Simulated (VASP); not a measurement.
# Al2BAs3 (I-4m2) in VASP: relaxation of cell and atoms with PBE

Aim: the relaxation of cell and atoms of Al2BAs3 with PBE.

Program: VASP 6.6.1. These are calculated values, not measurements. Logs are shortened: lines on timing, memory, paths and dates and some standing lists are left out, and cuts for length are marked.

## Step 1: The cell of the first run

The structure is tetragonal, space group I-4m2 (No. 119). Conventional cell: a = 3.795 Å, b = 3.795 Å, c = 16.723 Å, α = 90.00°, β = 90.00°, γ = 90.00°. Within 3.2 Å of Al (site symmetry 2mm) lie 4 As at 2.42 to 2.44 Å. B (site symmetry -4m2) has 4 As at 2.21 Å within 2.9 Å. As (site symmetry 2mm) has 2 B at 2.21 Å and 2 Al at 2.44 Å within 2.9 Å. Within 3.2 Å of As (site symmetry -4m2) lie 4 Al at 2.42 Å.

## Step 2: Relaxation of cell and atoms, PBE

INCAR

```
SYSTEM = Al2BAs3
  ALGO = Normal
  EDIFF = 1E-6
  EDIFFG = -0.01
  ENCUT = 600
  GGA = PE
  IBRION = 2
  ISIF = 3
  ISMEAR = 0
  LASPH = .TRUE.
  LCHARG = .FALSE.
  LREAL = .FALSE.
  LWAVE = .FALSE.
  NELM = 60
  NSW = 100
  PREC = Accurate
  SIGMA = 0.02
```

KPOINTS

```
k-points
0
G
  10 10 10
  0 0 0
```

POSCAR

```
Al2BAs3
1.0
   -1.8974958660      1.8974958660      8.3613025231
    1.8974958660     -1.8974958660      8.3613025231
    1.8974958660      1.8974958660     -8.3613025231
Al B As
2 1 3
Direct
    0.6598637821      0.6598637821      0.0000000000
    0.3401362179      0.3401362179      0.0000000000
    0.0000000000      0.0000000000      0.0000000000
    0.5680895667      0.0680895667      0.5000000000
    0.2500000000      0.7500000000      0.5000000000
    0.9319104333      0.4319104333      0.5000000000
```

Potentials or basis: VASP PAW PBE potentials, release 64 (Al, B, As).

The run is started by

```
> cat potpaw_PBE.64/Al/POTCAR potpaw_PBE.64/B/POTCAR potpaw_PBE.64/As/POTCAR > POTCAR
> mpirun -np 1 vasp_std > vasp.out
```

OUTCAR:

```text
SYSTEM = Al2BAs3
   EDIFF = 1E-6
   EDIFFG = -0.01
   ENCUT = 600
   GGA = PE
   IBRION = 2
   ISIF = 3
   ISMEAR = 0
   LASPH = .TRUE.
   LREAL = .FALSE.
   NELM = 60
   NSW = 100
   PREC = Accurate

 ion  position               nearest neighbor table
   1  0.660  0.660  0.000-   5 2.42   5 2.42   4 2.44   4 2.44
   2  0.340  0.340  0.000-   5 2.42   5 2.42   6 2.44   6 2.44
   3  0.000  0.000  0.000-   6 2.21   4 2.21   4 2.21   6 2.21
   4  0.568  0.068  0.500-   3 2.21   3 2.21   1 2.44   1 2.44
   5  0.250  0.750  0.500-   1 2.42   2 2.42   2 2.42   1 2.42
   6  0.932  0.432  0.500-   3 2.21   3 2.21   2 2.44   2 2.44

  LATTYP: Found a body centered tetragonal cell.
 ALAT       =     3.7949917320
 C/A-ratio  =     4.4064931434

  Lattice vectors:

 A1 = (  -1.8974958660,   1.8974958660,   8.3613025231)
 A2 = (   1.8974958660,  -1.8974958660,   8.3613025231)
 A3 = (   1.8974958660,   1.8974958660,  -8.3613025231)

Analysis of symmetry for initial positions (statically):
=====================================================================
 Subroutine PRICEL returns:
 Original cell was already a primitive cell.

 Routine SETGRP: Setting up the symmetry group for a
 body centered tetragonal supercell.

 Subroutine GETGRP returns: Found  8 space group operations
 (whereof  8 operations were pure point group operations)
 out of a pool of 16 trial point group operations.

The static configuration has the point symmetry D_2d.

Analysis of symmetry for dynamics (positions and initial velocities):
=====================================================================
 Subroutine PRICEL returns:
 Original cell was already a primitive cell.

 Routine SETGRP: Setting up the symmetry group for a
 body centered tetragonal supercell.

 Subroutine GETGRP returns: Found  8 space group operations
 (whereof  8 operations were pure point group operations)
 out of a pool of 16 trial point group operations.

The dynamic configuration has the point symmetry D_2d.

 Subroutine INISYM returns: Found  8 space group operations
 (whereof  8 operations are pure point group operations),
 and found     1 'primitive' translations

----------------------------------------------------------------------------------------

                                     Primitive cell

  volume of cell :     120.4192

  direct lattice vectors                    reciprocal lattice vectors
    -1.897495866  1.897495866  8.361302523     0.000000000  0.263505185  0.059799295
     1.897495866 -1.897495866  8.361302523     0.263505185  0.000000000  0.059799295
     1.897495866  1.897495866 -8.361302523     0.263505185  0.263505185  0.000000000

  length of vectors
     8.781364416  8.781364416  8.781364416     0.270205364  0.270205364  0.372652607

  position of ions in fractional coordinates (direct lattice)
     0.659863782  0.659863782  0.000000000
     0.340136218  0.340136218  0.000000000
     0.000000000  0.000000000  0.000000000
     0.568089567  0.068089567  0.500000000
     0.250000000  0.750000000  0.500000000
     0.931910433  0.431910433  0.500000000

  ion indices of the primitive-cell ions
   primitive index   ion index
                 1           1
                 2           2
                 3           3
                 4           4
                 5           5
                 6           6

----------------------------------------------------------------------------------------

 KPOINTS: k-points

Automatic generation of k-mesh.
 Grid dimensions read from file:
 generate k-points for:   10   10   10

 Generating k-lattice:

  Cartesian coordinates                     Fractional coordinates (reciprocal lattice)
     0.000000000  0.026350519  0.005979930     0.100000000  0.000000000  0.000000000
     0.026350519  0.000000000  0.005979930     0.000000000  0.100000000  0.000000000
     0.026350519  0.026350519  0.000000000     0.000000000  0.000000000  0.100000000

  Length of vectors
     0.027020536  0.027020536  0.037265261

  Shift w.r.t. Gamma in fractional coordinates (k-lattice)
     0.000000000  0.000000000  0.000000000

 Subroutine IBZKPT returns following result:
 ===========================================

 Found    102 irreducible k-points:

 Following reciprocal coordinates:
            Coordinates               Weight
  0.000000  0.000000  0.000000      1.000000
  0.100000 -0.000000  0.000000      8.000000
  0.200000 -0.000000  0.000000      8.000000
  0.300000  0.000000 -0.000000      8.000000
  0.400000  0.000000 -0.000000      8.000000
  0.500000  0.000000 -0.000000      4.000000
[... 16 lines left out ...]
  0.300000  0.300000 -0.000000      8.000000
  0.400000  0.300000  0.000000     16.000000
 [... further k-points ...]
   k-points           NKPTS =    102   k-points in BZ     NKDIM =    102   number of bands    NBANDS=     16
   number of dos      NEDOS =    301   number of ions     NIONS =      6
   total plane-waves  NPLWV = 343000
   dimension x,y,z NGX =    70 NGY =   70 NGZ =   70
   dimension x,y,z NGXF=   140 NGYF=  140 NGZF=  140
   ions per type =               2   1   3
   NGX,Y,Z   is equivalent  to a cutoff of  13.25, 13.25, 13.25 a.u.
   NGXF,Y,Z  is equivalent  to a cutoff of  26.50, 26.50, 26.50 a.u.
 SYSTEM =  Al2BAs3
   PREC   = accura    normal or accurate (medium, high low for compatibility)
   ISTART =      0    job   : 0-new  1-cont  2-samecut
   ICHARG =      2    charge: 1-file 2-atom 10-const
   ISPIN  =      1    spin polarized calculation?
   LNONCOLLINEAR =      F non collinear calculations
   LSORBIT =      F    spin-orbit coupling
   LASPH  =      T    aspherical Exc in radial PAW
   ENCUT  =  600.0 eV  44.10 Ry    6.64 a.u.  17.54 17.54 17.54*2*pi/ulx,y,z
   NELM   =     60;   NELMIN=  2; NELMDL= -5     # of ELM steps
   EDIFF  = 0.1E-05   stopping-criterion for ELM
   LREAL  =      F    real-space projection
   EDIFFG = -.1E-01   stopping-criterion for IOM
   NSW    =    100    number of steps for IOM
   IBRION =      2    ionic relax: 0-MD 1-quasi-New 2-CG
   NFREE  =      1    steps in history (QN), initial steepest desc. (CG)
   ISIF   =      3    stress and relaxation
   ISYM   =      2    0-nonsym 1-usesym 2-fastsym
   POTIM  = 0.5000    time-step for ionic-motion
   TEBEG  =    0.0;   TEEND  =   0.0 temperature during run
   PSTRESS=    0.0 pullay stress
   NELECT =      24.0000    total number of electrons
   NUPDOWN=      -1.0000    fix difference up-down
   EMIN   =  10.00;   EMAX   =-10.00  energy-range for DOS
   EFERMI =   0.00;   METHOD = LEGACY
   ISMEAR =     0;   SIGMA  =   0.02  broadening in eV -4-tet -1-fermi 0-gaus
   EFERMI_NEDOS =   21; number of points for ismear=-14 and -15
   IALGO  =     38    algorithm
   IMIX   =      4    mixing-type and parameters
     AMIX     =   0.40;   BMIX     =  1.00
     AMIX_MAG =   1.60;   BMIX_MAG =  1.00
  volume/ion in A,a.u.               =      20.07       135.44
  Fermi-wavevector in a.u.,A,eV,Ry     =   0.956269  1.807086 12.441851  0.914450
  Thomas-Fermi vector in A             =   2.085182
   LORBIT       =      0    0 simple, 1 ext, 2 COOP (PROOUT), +10 PAW based schemes
   GGA     = PE    functional components
   LHFCALC =     F    Hartree Fock is set to
   AEXX    =    0.0000 exact exchange contribution
   IVDW    =     0    specifies the selected vdW correction
   LEPSILON=     F    determine dielectric tensor
   LRPA    =     F    only Hartree local field effects (RPA)
 conjugate gradient relaxation of ions
 non-spin polarized calculation
 Gauss-broadening in eV      SIGMA  =   0.02
  energy-cutoff  :      600.00
  volume of cell :      120.42
 maximum number of plane-waves:      4089
   NGX = 35   NGY = 35   NGZ = 35

--------------------------------------- Ionic step        1  -------------------------------------------

 number of electron      24.0000001 magnetization

 Free energy of the ion-electron system (eV)
  ---------------------------------------------------
  ext. energy  EPLUGINS =         0.00000000
  ---------------------------------------------------
  free energy    TOTEN  =       -29.10808476 eV

  energy without entropy =      -29.10808476  energy(sigma->0) =      -29.10808476

------------------------ aborting loop because EDIFF is reached ----------------------------------------

  FORCE on cell =-STRESS in cart. coord.  units (eV):
  Direction    XX          YY          ZZ          XY          YZ          ZX
  --------------------------------------------------------------------------------------
  -------------------------------------------------------------------------------------
  Total        0.3245482      0.3245482      0.3802490      0.0000000      0.0000000      0.0000000
  in kB        4.3181154      4.3181154      5.0592138      0.0000000      0.0000000      0.0000000
  external PRESSURE =       4.5651482 kB  Pullay stress =       0.0000000 kB

 VOLUME and BASIS-vectors are now :
 -----------------------------------------------------------------------------
  energy-cutoff  :      600.00
  volume of cell :      120.42
      direct lattice vectors                 reciprocal lattice vectors
    -1.897495866  1.897495866  8.361302523     0.000000000  0.263505185  0.059799295
     1.897495866 -1.897495866  8.361302523     0.263505185  0.000000000  0.059799295
     1.897495866  1.897495866 -8.361302523     0.263505185  0.263505185  0.000000000
[... 201 lines left out ...]
 POSITION                                       TOTAL-FORCE (eV/Angst)
 -----------------------------------------------------------------------------------
      0.00000      0.00000     11.05791         0.000000      0.000000     -0.002462
      0.00000      0.00000      5.70069         0.000000      0.000000      0.002462
      0.00000      0.00000     -0.00000         0.000000     -0.000000      0.000000
      0.00000      1.90098      1.14180        -0.000000      0.000000      0.015104
      1.90098      0.00000      4.18965         0.000000     -0.000000     -0.000000
      0.00000      1.90098      7.23750        -0.000000      0.000000     -0.015104
 -----------------------------------------------------------------------------------
    total drift:                               -0.000000      0.000000     -0.000000

  FREE ENERGIE OF THE ION-ELECTRON SYSTEM (eV)
  ---------------------------------------------------
  free  energy   TOTEN  =       -29.1090603402 eV

  energy  without entropy=      -29.1090603402  energy(sigma->0) =      -29.10906034

--------------------------------------- Ionic step        7  -------------------------------------------

 number of electron      24.0000001 magnetization

 Free energy of the ion-electron system (eV)
  ---------------------------------------------------
  ext. energy  EPLUGINS =         0.00000000
  ---------------------------------------------------
  free energy    TOTEN  =       -29.10907393 eV

  energy without entropy =      -29.10907393  energy(sigma->0) =      -29.10907393

 E-fermi :   4.6323     XC(G=0):  -9.3405

 val. band max:        4.5107051397   @ k =   0.0000   0.0000   0.0000
 cond. band min:       5.3438364583   @ k =   0.0000   0.0000   0.0000
 fundamental gap:      0.8331313186
 Fermi energy:         4.6322590974

 k-point     1 :       0.0000    0.0000    0.0000
  band No.  band energies     occupation
      1      -8.5437      2.00000
      2      -7.0486      2.00000
      3      -6.5714      2.00000
      4      -0.8368      2.00000
      5      -0.5646      2.00000
      6       1.3383      2.00000
[... 8 lines left out ...]
     15       6.6429      0.00000
     16       7.2547      0.00000
[... 419 lines left out ...]
 k-point    24 :       0.4000    0.3000    0.0000
  band No.  band energies     occupation
      1      -6.7643      2.00000
      2      -6.2591      2.00000
      3      -5.9905      2.00000
      4      -2.4674      2.00000
      5      -0.9948      2.00000
      6      -0.6746      2.00000
[... 8 lines left out ...]
     15       7.7771      0.00000
     16       8.0235      0.00000

 [... further k-points ...]

------------------------ aborting loop because EDIFF is reached ----------------------------------------

  FORCE on cell =-STRESS in cart. coord.  units (eV):
  Direction    XX          YY          ZZ          XY          YZ          ZX
  --------------------------------------------------------------------------------------
  -------------------------------------------------------------------------------------
  Total        0.0096643      0.0096643      0.0067863      0.0000000      0.0000000      0.0000000
  in kB        0.1278907      0.1278907      0.0898056      0.0000000      0.0000000      0.0000000
  external PRESSURE =       0.1151957 kB  Pullay stress =       0.0000000 kB

 VOLUME and BASIS-vectors are now :
 -----------------------------------------------------------------------------
  energy-cutoff  :      600.00
  volume of cell :      121.07
      direct lattice vectors                 reciprocal lattice vectors
    -1.900745070  1.900745070  8.377888374     0.000000000  0.263054740  0.059680910
     1.900745070 -1.900745070  8.377888374     0.263054740  0.000000000  0.059680910
     1.900745070  1.900745070 -8.377888374     0.263054740  0.263054740  0.000000000

 POSITION                                       TOTAL-FORCE (eV/Angst)
 -----------------------------------------------------------------------------------
      0.00000      0.00000     11.05594        -0.000000      0.000000      0.003661
      0.00000      0.00000      5.69984        -0.000000      0.000000     -0.003661
     -1.90075      1.90075      8.37789        -0.000000      0.000000     -0.000000
      0.00000      1.90075      1.14229         0.000000     -0.000000      0.002916
      1.90075     -0.00000      4.18894        -0.000000      0.000000     -0.000000
      0.00000      1.90075      7.23560         0.000000     -0.000000     -0.002916
 -----------------------------------------------------------------------------------
    total drift:                               -0.000000      0.000000     -0.000000

  FREE ENERGIE OF THE ION-ELECTRON SYSTEM (eV)
  ---------------------------------------------------
  free  energy   TOTEN  =       -29.1090739308 eV

  energy  without entropy=      -29.1090739308  energy(sigma->0) =      -29.10907393

 reached required accuracy - stopping structural energy minimisation
```

It took 24 min on 1 thread of Intel Xeon 6975P-C (Granite Rapids), shared host; peak memory 0.95 GiB.

Results:

```
Free energy                           : -29.1091 eV
Relaxed volume                        : 20.18 Å³/atom
Relaxed cell                          : a = 8.799 Å, b = 8.799 Å, c = 8.799 Å, α = 155.05°, β = 155.05°, γ = 35.58°
Space group after relaxing (to 0.1 Å) : I-4m2 (No. 119)
Energy gained by relaxing             : 0.2 meV/atom
Ionic steps                           : 7
Pressure after relaxing               : 0.0 GPa
Largest force after relaxing          : 0.004 eV/Å
Band gap on the k mesh                : 0.83 eV
```

Forces in eV/Å, atoms in the order of the input:
```
Al   0.000  0.000  0.004
Al   0.000  0.000 -0.004
B    0.000  0.000  0.000
As   0.000  0.000  0.003
As   0.000  0.000  0.000
As   0.000  0.000 -0.003
```

The path:
```
step  energy change (eV)  largest force (eV/Å)  pressure (GPa)  volume (Å³)
   1              0.0000                0.0209            0.46       120.42
   2             -0.0008                0.0125           -0.21       121.42
   3             -0.0010                0.0152            0.00       121.09
   4             -0.0010                0.0150            0.00       121.11
   5             -0.0010                0.0148           -0.03       121.14
   6             -0.0010                0.0151           -0.02       121.12
   7             -0.0010                0.0037            0.01       121.07
```

Final structure:
```
Al B As
1.0
    -1.90075    1.90075    8.37789
     1.90075   -1.90075    8.37789
     1.90075    1.90075   -8.37789
Al B As
2 1 3
Direct
  0.65983 0.65983 0.00000
  0.34017 0.34017 0.00000
  0.00000 0.00000 0.00000
  0.56817 0.06817 0.50000
  0.25000 0.75000 0.50000
  0.93183 0.43183 0.50000
```
